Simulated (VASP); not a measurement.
# HPbNO4 (P1) in VASP: notebook

HPbNO4 is run at these levels: PBE0, B3LYP; tasks: single point.

All numbers are computed with VASP 6.6.1; they aren't measurements. Logs are shortened: lines on timing, memory, paths and dates and some standing lists are left out, and cuts for length are marked.

### Step 1. The cell of the first run

The typed cell holds 7 atoms: a = 4.275 Å, b = 5.609 Å, c = 5.670 Å, α = 100.02°, β = 111.92°, γ = 111.82°.

### Step 2. Single point, PBE0

File POSCAR:

```
HPbNO4
1.0
    4.2753100000     -0.0004000000      0.0063600000
   -2.0839900000      5.2077500000     -0.0490700000
   -2.1237700000     -1.8657400000      4.9149100000
H Pb N O
1 1 1 4
Direct
    0.9907300000      0.0333000000      0.9099400000
    0.5027400000      0.8198900000      0.1428700000
    0.0083800000      0.4740800000      0.5026500000
    0.9981600000      0.9274100000      0.0287700000
    0.1946700000      0.7343500000      0.6085200000
    0.8167300000      0.3588200000      0.2455600000
    0.0138100000      0.3312100000      0.6521700000
```

File INCAR.step1:

```
PREC = Accurate
ENCUT = 520
EDIFF = 1E-5
ISMEAR = -1
SIGMA = 0.05
LREAL = False
LASPH = True
NELM = 60
ALGO = Normal
ISIF = 2
LWAVE = True
LCHARG = False
NBANDS = 31
GGA = PE
KPAR = 2
```

File INCAR.step2:

```
PREC = Accurate
ENCUT = 520
EDIFF = 1E-7
ISMEAR = -1
SIGMA = 0.05
LREAL = False
LASPH = True
NELM = 60
ALGO = Normal
ISIF = 2
LWAVE = False
LCHARG = False
GGA = PE
LHFCALC = True
AEXX = 0.25
PRECFOCK = Fast
NBANDS = 31
ISTART = 1
KPAR = 2
```

File KPOINTS:

```
Automatic mesh
0
Gamma
  4 3 3
```

Potentials or basis: VASP PAW PBE potentials, release 64 (H, Pb_d, N, O).

Started as:

```sh
$ cat potpaw_PBE.64/H/POTCAR potpaw_PBE.64/Pb_d/POTCAR potpaw_PBE.64/N/POTCAR potpaw_PBE.64/O/POTCAR > POTCAR
$ cp INCAR.step1 INCAR
$ mpirun -np 2 vasp_std > vasp.out
$ cp INCAR.step2 INCAR
$ mpirun -np 2 vasp_std > vasp.out
```

OUTCAR:

```text
PREC = Accurate
   ENCUT = 520
   EDIFF = 1E-7
   ISMEAR = -1
   LREAL = False
   LASPH = True
   NELM = 60
   ISIF = 2
   GGA = PE
   LHFCALC = True
   AEXX = 0.25
   PRECFOCK = Fast
   ISTART = 1

 ion  position               nearest neighbor table
   1  0.991  0.033  0.910-   4 0.97
   2  0.503  0.820  0.143-   4 2.34   4 2.34   6 2.66   5 2.68   7 2.89   7 3.02
   3  0.008  0.474  0.503-   7 1.26   5 1.27   6 1.27
   4  0.998  0.927  0.029-   1 0.97   2 2.34   2 2.34
   5  0.195  0.734  0.609-   3 1.27   2 2.68
   6  0.817  0.359  0.246-   3 1.27   2 2.66
   7  0.014  0.331  0.652-   3 1.26   2 2.89   2 3.02

  LATTYP: Found a triclinic cell.
 ALAT       =     8.3024666926
 B/A-ratio  =     0.5149451251
 C/A-ratio  =     0.7116445657
 COS(alpha) =     0.0126066529
 COS(beta)  =     0.3599949201
 COS(gamma) =     0.7788145159

  Lattice vectors:

 A1 = (  -6.4666300000,  -5.2069500000,   0.0363500000)
 A2 = (  -4.2753100000,   0.0004000000,  -0.0063600000)
 A3 = (  -0.0675500000,  -3.3416100000,  -4.8722000000)

Analysis of symmetry for initial positions (statically):
=====================================================================
 Subroutine PRICEL returns:
 Original cell was already a primitive cell.

 Routine SETGRP: Setting up the symmetry group for a
 triclinic supercell.

 Subroutine GETGRP returns: Found  1 space group operations
 (whereof  1 operations were pure point group operations)
 out of a pool of  2 trial point group operations.

The static configuration has the point symmetry C_1 .

Analysis of symmetry for dynamics (positions and initial velocities):
=====================================================================
 Subroutine PRICEL returns:
 Original cell was already a primitive cell.

 Routine SETGRP: Setting up the symmetry group for a
 triclinic supercell.

 Subroutine GETGRP returns: Found  1 space group operations
 (whereof  1 operations were pure point group operations)
 out of a pool of  2 trial point group operations.

The dynamic configuration has the point symmetry C_1 .

 Subroutine INISYM returns: Found  1 space group operations
 (whereof  1 operations are pure point group operations),
 and found     1 'primitive' translations

----------------------------------------------------------------------------------------

                                     Primitive cell

  volume of cell :     109.1287

  direct lattice vectors                    reciprocal lattice vectors
     4.275310000 -0.000400000  0.006360000     0.233706268  0.094813123  0.136978092
    -2.083990000  5.207750000 -0.049070000    -0.000090720  0.192674001  0.073101424
    -2.123770000 -1.865740000  4.914910000    -0.000303327  0.001800949  0.204015110

  length of vectors
     4.275314749  5.609463633  5.669896390     0.287003738  0.206075465  0.204023285

  position of ions in fractional coordinates (direct lattice)
     0.990730000  0.033300000  0.909940000
     0.502740000  0.819890000  0.142870000
     0.008380000  0.474080000  0.502650000
     0.998160000  0.927410000  0.028770000
     0.194670000  0.734350000  0.608520000
     0.816730000  0.358820000  0.245560000
     0.013810000  0.331210000  0.652170000

  ion indices of the primitive-cell ions
   primitive index   ion index
                 1           1
                 2           2
                 3           3
                 4           4
                 5           5
                 6           6
                 7           7

----------------------------------------------------------------------------------------

 KPOINTS: Automatic mesh

Automatic generation of k-mesh.
 Grid dimensions read from file:
 generate k-points for:    4    3    3

 Generating k-lattice:

  Cartesian coordinates                     Fractional coordinates (reciprocal lattice)
     0.058426567  0.023703281  0.034244523     0.250000000  0.000000000  0.000000000
    -0.000030240  0.064224667  0.024367141     0.000000000  0.333333333  0.000000000
    -0.000101109  0.000600316  0.068005037     0.000000000  0.000000000  0.333333333

  Length of vectors
     0.071750935  0.068691822  0.068007762

  Shift w.r.t. Gamma in fractional coordinates (k-lattice)
     0.000000000  0.000000000  0.000000000

 Subroutine IBZKPT returns following result:
 ===========================================

 Found     19 irreducible k-points:

 Following reciprocal coordinates:
            Coordinates               Weight
  0.000000  0.000000  0.000000      1.000000
  0.250000 -0.000000 -0.000000      2.000000
  0.500000 -0.000000 -0.000000      1.000000
  0.000000  0.333333 -0.000000      2.000000
  0.250000  0.333333  0.000000      2.000000
  0.500000  0.333333  0.000000      2.000000
[... 11 lines left out ...]
  0.500000 -0.333333  0.333333      2.000000
 -0.250000 -0.333333  0.333333      2.000000
   k-points           NKPTS =     19   k-points in BZ     NKDIM =     36   number of bands    NBANDS=     31
   number of dos      NEDOS =    301   number of ions     NIONS =      7
   total plane-waves  NPLWV =  56448
   dimension x,y,z NGX =    32 NGY =   42 NGZ =   42
   dimension x,y,z NGXF=    64 NGYF=   84 NGZF=   84
   ions per type =               1   1   1   4
   NGX,Y,Z   is equivalent  to a cutoff of  12.44, 12.45, 12.31 a.u.
   NGXF,Y,Z  is equivalent  to a cutoff of  24.89, 24.89, 24.63 a.u.
 SYSTEM =  unknown system
   PREC   = accura    normal or accurate (medium, high low for compatibility)
   ISTART =      1    job   : 0-new  1-cont  2-samecut
   ICHARG =      0    charge: 1-file 2-atom 10-const
   ISPIN  =      1    spin polarized calculation?
   LNONCOLLINEAR =      F non collinear calculations
   LSORBIT =      F    spin-orbit coupling
   LASPH  =      T    aspherical Exc in radial PAW
   ENCUT  =  520.0 eV  38.22 Ry    6.18 a.u.   7.95 10.43 10.54*2*pi/ulx,y,z
   NELM   =     60;   NELMIN=  2; NELMDL=  0     # of ELM steps
   EDIFF  = 0.1E-06   stopping-criterion for ELM
   LREAL  =      F    real-space projection
   EDIFFG = 0.1E-05   stopping-criterion for IOM
   NSW    =      0    number of steps for IOM
   IBRION =     -1    ionic relax: 0-MD 1-quasi-New 2-CG
   NFREE  =      0    steps in history (QN), initial steepest desc. (CG)
   ISIF   =      2    stress and relaxation
   ISYM   =      3    0-nonsym 1-usesym 2-fastsym
   POTIM  = 0.5000    time-step for ionic-motion
   TEBEG  =    0.0;   TEEND  =   0.0 temperature during run
   PSTRESS=    0.0 pullay stress
   NELECT =      44.0000    total number of electrons
   NUPDOWN=      -1.0000    fix difference up-down
   EMIN   =  10.00;   EMAX   =-10.00  energy-range for DOS
   EFERMI =   0.00;   METHOD = LEGACY
   ISMEAR =    -1;   SIGMA  =   0.05  broadening in eV -4-tet -1-fermi 0-gaus
   EFERMI_NEDOS =   21; number of points for ismear=-14 and -15
   IALGO  =     38    algorithm
   IMIX   =      1    mixing-type and parameters
     AMIX     =   0.40;   BMIX     =  1.00
     AMIX_MAG =   1.60;   BMIX_MAG =  1.00
  volume/ion in A,a.u.               =      15.59       105.21
  Fermi-wavevector in a.u.,A,eV,Ry     =   1.209426  2.285484 19.901399  1.462712
  Thomas-Fermi vector in A             =   2.345004
   LORBIT       =      0    0 simple, 1 ext, 2 COOP (PROOUT), +10 PAW based schemes
   GGA     = PE    functional components
   LHFCALC =     T    Hartree Fock is set to
   PRECFOCK=fast      Normal, Fast or Accurate (Low or Medium for compatibility)
   ENCUT4O =  -1.0   cutoff for four orbital integrals eV
   NKREDX  =     1    reduce k-point grid by
   NKREDY  =     1    reduce k-point grid by
   NKREDZ  =     1    reduce k-point grid by
   AEXX    =    0.2500 exact exchange contribution
   HFSCREEN=    0.0000 screening length (either q_TF or 0.3 A-1)
   HFSCREENC=   0.0000 screening length for correlation (either q_TF or 0.3 A-1)
   ENCUTFOCK=  -1.0 apply spherical cutoff to Coloumb kernel
   IVDW    =     0    specifies the selected vdW correction
   LEPSILON=     F    determine dielectric tensor
   LRPA    =     F    only Hartree local field effects (RPA)
 non-spin polarized calculation
  energy-cutoff  :      520.00
  volume of cell :      109.13
 maximum number of plane-waves:      2952
  NGX = 18; NGY = 24; NGZ = 24

 number of electron      44.0000003 magnetization

 Free energy of the ion-electron system (eV)
  ---------------------------------------------------
  ext. energy  EPLUGINS =         0.00000000
  ---------------------------------------------------
  free energy    TOTEN  =       -54.68537135 eV

  energy without entropy =      -54.68537135  energy(sigma->0) =      -54.68537135

 E-fermi :   0.2251     XC(G=0):  -6.4579

 val. band max:       -0.8888468801   @ k =   0.5000  -0.0000  -0.0000
 cond. band min:       4.0365845113   @ k =   0.2500   0.3333   0.3333
 fundamental gap:      4.9254313914
 Fermi energy:         0.2251404942

 k-point     1 :       0.0000    0.0000    0.0000
  band No.  band energies     occupation
      1     -29.2742      2.00000
      2     -23.3969      2.00000
      3     -23.3765      2.00000
      4     -20.3651      2.00000
      5     -17.4456      2.00000
      6     -17.4414      2.00000
[... 23 lines left out ...]
     30      12.0803      0.00000
     31      12.7124      0.00000

 k-point     2 :       0.2500   -0.0000   -0.0000
  band No.  band energies     occupation
      1     -29.2695      2.00000
      2     -23.4005      2.00000
      3     -23.3768      2.00000
      4     -20.3180      2.00000
      5     -17.4665      2.00000
      6     -17.4555      2.00000
[... 23 lines left out ...]
     30      12.0243      0.00000
     31      12.8983      0.00000

 k-point     3 :       0.5000   -0.0000   -0.0000
  band No.  band energies     occupation
      1     -29.2648      2.00000
      2     -23.4011      2.00000
      3     -23.3777      2.00000
      4     -20.2748      2.00000
      5     -17.4800      2.00000
      6     -17.4732      2.00000
[... 533 lines left out ...]
     30      11.5675      0.00000
     31      13.0850      0.00000

 k-point    19 :      -0.2500   -0.3333    0.3333
  band No.  band energies     occupation
      1     -29.2675      2.00000
      2     -23.3981      2.00000
      3     -23.3863      2.00000
      4     -20.3165      2.00000
      5     -17.4656      2.00000
      6     -17.4595      2.00000
[... 23 lines left out ...]
     30      12.0450      0.00000
     31      13.1033      0.00000

------------------------ aborting loop because EDIFF is reached ----------------------------------------

  FORCE on cell =-STRESS in cart. coord.  units (eV):
  Direction    XX          YY          ZZ          XY          YZ          ZX
  --------------------------------------------------------------------------------------
  -------------------------------------------------------------------------------------
  Total       -1.1271049     -2.8057204     -2.5930585     -0.0284745      0.2855144     -0.0446754
  in kB      -16.5476294    -41.1922805    -38.0700769     -0.4180491      4.1917900     -0.6559034
  external PRESSURE =     -31.9366623 kB  Pullay stress =       0.0000000 kB

 VOLUME and BASIS-vectors are now :
 -----------------------------------------------------------------------------
  energy-cutoff  :      520.00
  volume of cell :      109.13
      direct lattice vectors                 reciprocal lattice vectors
     4.275310000 -0.000400000  0.006360000     0.233706268  0.094813123  0.136978092
    -2.083990000  5.207750000 -0.049070000    -0.000090720  0.192674001  0.073101424
    -2.123770000 -1.865740000  4.914910000    -0.000303327  0.001800949  0.204015110

 POSITION                                       TOTAL-FORCE (eV/Angst)
 -----------------------------------------------------------------------------------
      2.23378     -1.52469      4.47694         0.000470     -0.334971      0.257174
      0.13730      4.00302      0.66516         0.002691      0.149528     -0.105806
     -2.01966      1.53107      2.44727        -0.003073      0.047079     -0.045902
      2.27363      4.77564      0.10224        -0.003023      0.232787     -0.185714
     -1.99046      2.68889      2.95602        -0.021284     -0.953018     -0.327650
      2.22248      1.41017      1.19449         0.025879      0.014860      1.005509
     -2.01626      0.50807      3.18919        -0.001661      0.843735     -0.597611
 -----------------------------------------------------------------------------------
    total drift:                                0.000112      0.000241     -0.000131

  FREE ENERGIE OF THE ION-ELECTRON SYSTEM (eV)
  ---------------------------------------------------
  free  energy   TOTEN  =       -54.6853713471 eV

  energy  without entropy=      -54.6853713470  energy(sigma->0) =      -54.68537135
```

It took 16 min on 2 MPI ranks of Intel Xeon Platinum 8375C at 2.90GHz (Ice Lake), shared host; peak memory 0.29 GiB.

What came out:

```
Free energy            : -54.6854 eV
Pressure               : -3.2 GPa
Largest force          : 1.034 eV/Å
Band gap on the k mesh : 4.93 eV (least direct gap 5.22 eV)
```

Forces in eV/Å, atoms in the order of the input:
```
H    0.000 -0.335  0.257
Pb   0.003  0.150 -0.106
N   -0.003  0.047 -0.046
O   -0.003  0.233 -0.186
O   -0.021 -0.953 -0.328
O    0.026  0.015  1.006
O   -0.002  0.844 -0.598
```

Levels at points of the mesh, in eV from the valence-band top:
```tsv
k point	band 19	band 20	band 21	band 22	band 23	band 24	band 25	band 26
(0.00, 0.00, 0.00)	-2.42	-2.39	-1.55	-0.91	5.51	6.47	7.24	8.11
(0.50, 0.00, 0.00)	-2.49	-1.63	-1.16	0.00	5.31	6.23	7.48	8.10
```

Caveat: the k points lie up to 0.45 Å⁻¹ apart; the PAW data sets were made with another functional, which shifts forces and pressure a little; spin-orbit coupling is left out, which moves the levels of the heavy elements.

### Step 3. Single point, B3LYP

POSCAR is that of step 2.

File INCAR.step1:

```
PREC = Accurate ; ENCUT = 520
EDIFF = 1E-5 ; ISMEAR = -1
SIGMA = 0.05 ; LREAL = F
LASPH = T ; NELM = 100
ALGO = Normal ; ISIF = 2
LWAVE = T ; LCHARG = F
NBANDS = 31 ; GGA = PE
KPAR = 2
```

File INCAR.step2:

```
PREC = Accurate ; ENCUT = 520
EDIFF = 1E-6 ; ISMEAR = -1
SIGMA = 0.05 ; LREAL = F
LASPH = T ; NELM = 100
ALGO = Normal ; ISIF = 2
LWAVE = F ; LCHARG = F
GGA = B3 ; LHFCALC = T
AEXX = 0.2 ; AGGAX = 0.72
AGGAC = 0.81 ; ALDAC = 0.19
PRECFOCK = Fast ; NBANDS = 31
ISTART = 1 ; KPAR = 2
```

KPOINTS is that of step 2.

Potentials or basis: VASP PAW PBE potentials, release 64 (H, Pb_d, N, O).

Started as:

```sh
$ cat potpaw_PBE.64/H/POTCAR potpaw_PBE.64/Pb_d/POTCAR potpaw_PBE.64/N/POTCAR potpaw_PBE.64/O/POTCAR > POTCAR
$ cp INCAR.step1 INCAR
$ mpirun -np 2 vasp_std > vasp.out
$ cp INCAR.step2 INCAR
$ mpirun -np 2 vasp_std > vasp.out
```

OUTCAR:

```text
PREC = Accurate
   ENCUT = 520
   EDIFF = 1E-6
   ISMEAR = -1
   LREAL = F
   LASPH = T
   NELM = 100
   ISIF = 2
   GGA = B3
   LHFCALC = T
   AEXX = 0.2
   PRECFOCK = Fast
   ISTART = 1

 ion  position               nearest neighbor table
   1  0.991  0.033  0.910-   4 0.97
   2  0.503  0.820  0.143-   4 2.34   4 2.34   6 2.66   5 2.68   7 2.89   7 3.02
[... 863 lines left out ...]
  -------------------------------------------------------------------------------------
  Total       -0.1117385     -0.9110855     -0.6602051     -0.0102289      0.2794462     -0.0116340
  in kB       -1.6404923    -13.3761322     -9.6928233     -0.1501764      4.1026983     -0.1708052
  external PRESSURE =      -8.2364826 kB  Pullay stress =       0.0000000 kB

 VOLUME and BASIS-vectors are now :
 -----------------------------------------------------------------------------
  energy-cutoff  :      520.00
  volume of cell :      109.13
      direct lattice vectors                 reciprocal lattice vectors
     4.275310000 -0.000400000  0.006360000     0.233706268  0.094813123  0.136978092
    -2.083990000  5.207750000 -0.049070000    -0.000090720  0.192674001  0.073101424
    -2.123770000 -1.865740000  4.914910000    -0.000303327  0.001800949  0.204015110

 POSITION                                       TOTAL-FORCE (eV/Angst)
 -----------------------------------------------------------------------------------
      2.23378     -1.52469      4.47694         0.000661     -0.244627      0.191698
      0.13730      4.00302      0.66516         0.000291     -0.031018      0.035486
     -2.01966      1.53107      2.44727        -0.002337      0.076258     -0.071568
      2.27363      4.77564      0.10224        -0.001371      0.271877     -0.212640
     -1.99046      2.68889      2.95602        -0.006423     -0.392472     -0.129365
      2.22248      1.41017      1.19449         0.009423      0.000838      0.414290
     -2.01626      0.50807      3.18919        -0.000245      0.319144     -0.227901
 -----------------------------------------------------------------------------------
    total drift:                                0.000138      0.001092     -0.000835

  FREE ENERGIE OF THE ION-ELECTRON SYSTEM (eV)
  ---------------------------------------------------
  free  energy   TOTEN  =       -50.1696270616 eV

  energy  without entropy=      -50.1696270616  energy(sigma->0) =      -50.16962706
```

OUTCAR.step1:

```text
PREC = Accurate
   ENCUT = 520
   EDIFF = 1E-5
   ISMEAR = -1
   LREAL = F
   LASPH = T
[... 881 lines left out ...]
      2.27363      4.77564      0.10224         0.000128     -0.077418      0.056943
     -1.99046      2.68889      2.95602         0.009473      0.351775      0.156773
      2.22248      1.41017      1.19449        -0.009644     -0.037099     -0.377122
     -2.01626      0.50807      3.18919         0.001832     -0.312289      0.230062
 -----------------------------------------------------------------------------------
    total drift:                                0.000071      0.000814     -0.000825

  FREE ENERGIE OF THE ION-ELECTRON SYSTEM (eV)
  ---------------------------------------------------
  free  energy   TOTEN  =       -40.3494993667 eV

  energy  without entropy=      -40.3494993667  energy(sigma->0) =      -40.34949937
```

Run time: 20 min. Hardware: 2 MPI ranks of Intel Xeon Platinum 8259CL at 2.50GHz (Skylake/Cascade Lake), shared host; peak memory 0.29 GiB.

What came out:

| Property | Result |
| --- | --- |
| Free energy | -50.1696 eV |
| Pressure | -0.8 GPa |
| Largest force | 0.414 eV/Å |
| Band gap on the k mesh | 4.46 eV (least direct gap 4.75 eV) |

Forces in eV/Å, atoms in the order of the input:
```
H    0.001 -0.245  0.192
Pb   0.000 -0.031  0.035
N   -0.002  0.076 -0.072
O   -0.001  0.272 -0.213
O   -0.006 -0.392 -0.129
O    0.009  0.001  0.414
O    0.000  0.319 -0.228
```

Stress tensor (GPa, compression positive):
```
-0.16 -0.02 -0.02
-0.02 -1.34  0.41
-0.02  0.41 -0.97
```

Caveat: the k points lie up to 0.45 Å⁻¹ apart; the PAW data sets were made with another functional, which shifts forces and pressure a little; spin-orbit coupling is left out, which moves the levels of the heavy elements.
